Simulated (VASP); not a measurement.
Wanted: the native input for a VASP 6.6.1 run.

```
Task                   : single point
Functional             : PBE
Potentials or basis    : VASP PAW PBE potentials, release 64 (La, N)
Cutoff                 : 520 eV
k mesh                 : 12 × 12 × 12
Occupations            : gaussian, width 0.1 eV
Spin                   : no spin polarisation
Dipole correction      : no
Further INCAR settings : ALGO = Normal; EDIFF = 1e-06; NBANDS = 30
```

The structure of La3N2 lies in POSCAR:

```
La3N2
1.0
   -1.8419410806      2.6886674641      5.6731528804
    1.8419410806     -2.6886674641      5.6731528804
    1.8419410806      2.6886674641     -5.6731528804
La N
3 2
Direct
    0.3188997449      0.3188997449      0.0000000000
    0.6811002551      0.6811002551      0.0000000000
    0.0000000000      0.0000000000      0.0000000000
    0.1702561844      0.6702561844      0.5000000000
    0.8297438156      0.3297438156      0.5000000000
```

The input as run:

INCAR

```
SYSTEM = La3N2
ALGO = Normal ; EDIFF = 1E-6
ENCUT = 520 ; GGA = PE
ISIF = 2 ; ISMEAR = 0
LASPH = .TRUE. ; LCHARG = .FALSE.
LREAL = .FALSE. ; LWAVE = .FALSE.
NBANDS = 30 ; NELM = 60
PREC = Accurate ; SIGMA = 0.1
```

KPOINTS

```
k-points
0
G
  12 12 12
  0 0 0
```

Potentials or basis: VASP PAW PBE potentials, release 64 (La, N).

Run with:

```console
$ cat potpaw_PBE.64/La/POTCAR potpaw_PBE.64/N/POTCAR > POTCAR
$ mpirun -np 1 vasp_std > vasp.out
```

It gave:

```
Pressure               : -0.1 GPa
Largest force          : 0.010 eV/Å
Band gap on the k mesh : zero (an odd number of electrons rules out a gap without spin polarisation)
```

Caveat: spin-orbit coupling is left out, which moves the levels of the heavy elements.

Run time: 62 min on 1 thread of Intel Xeon 8259CL, on a shared host, peak memory 1 GiB.
